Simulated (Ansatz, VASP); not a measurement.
**BP2 in VASP and in Ansatz**

```xyz
6
Lattice="4.3819 0.0000 0.0000 0.0000 4.3819 0.0000 0.0000 0.0000 4.5497" Properties=species:S:1:pos:R:3 pbc="T T T"
B     2.1910    0.0000    0.0000
B     0.0000    2.1910    2.2749
P     0.7718    0.7718    1.1374
P     3.6102    3.6102    1.1374
P     3.6102    0.7718    3.4123
P     0.7718    3.6102    3.4123
```

Alike in both runs: functional PBE; k mesh 10 × 10 × 8; occupations gaussian, width 0.1 eV; no spin polarisation.

Ansatz relaxed the structure, and its values are those at the end. VASP's run is a single point on that final structure, the one shown.

|  | VASP | Ansatz |
| --- | --- | --- |
| version | VASP 6.6.1 | Ansatz 0.2.0 |
| potentials or method | VASP PAW PBE potentials, release 64 (B, P), cutoff 520 eV | scalar-relativistic, plane waves, PAW |
| valence electrons in the cell | 26 | 26 |

|  | VASP | Ansatz | Ansatz less VASP |
| --- | --- | --- | --- |
| gap on the k mesh at the Fermi level (eV) | none | none | - |
| pressure (GPa) | -0.2 | 0.0 | +0.25 |
| rms of the force components (eV/Å) | 0.018 | 0.000 | -0.0179 |

A gap of «none» marks a metal or a gap that the smearing closes.
